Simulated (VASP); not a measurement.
A run of VASP 6.6.1:

INCAR

```
ALGO = Normal
EDIFF = 1E-6
EDIFFG = -0.002
ENCUT = 600
IBRION = 2
ISIF = 3
ISMEAR = 0
LASPH = True
LCHARG = False
LREAL = False
LWAVE = False
NELM = 80
NSW = 100
PREC = Accurate
SIGMA = 0.1
```

KPOINTS

```
k-points
0
Gamma
  24 24 18
```

The input POSCAR:

```
TiB2
1.0
    2.9949342193      0.0000000029      0.0000000000
   -1.4974671121      2.5936891152      0.0000000000
    0.0000000000      0.0000000000      3.1572745920
Ti B
1 2
Direct
    0.0000000000      0.0000000000      0.0000000000
    0.3333333333      0.6666666667      0.5000000000
    0.6666666667      0.3333333333      0.5000000000
```

Potentials or basis: VASP PAW LDA potentials, release 64 (Ti_sv, B).

Run with:

```console
$ cat potpaw_LDA.64/Ti_sv/POTCAR potpaw_LDA.64/B/POTCAR > POTCAR
$ mpirun -np 1 vasp_std > vasp.out
```

Hardware: 1 thread of Intel Xeon 8259CL, on a shared host.

Question: How long does it take, and how much memory?

Answer: Wall time 10 min on 1 thread of Intel Xeon 8259CL, with other jobs on the host, peak memory 0.33 GiB. Counts: scf iterations 37, k points 610, ion steps 6.
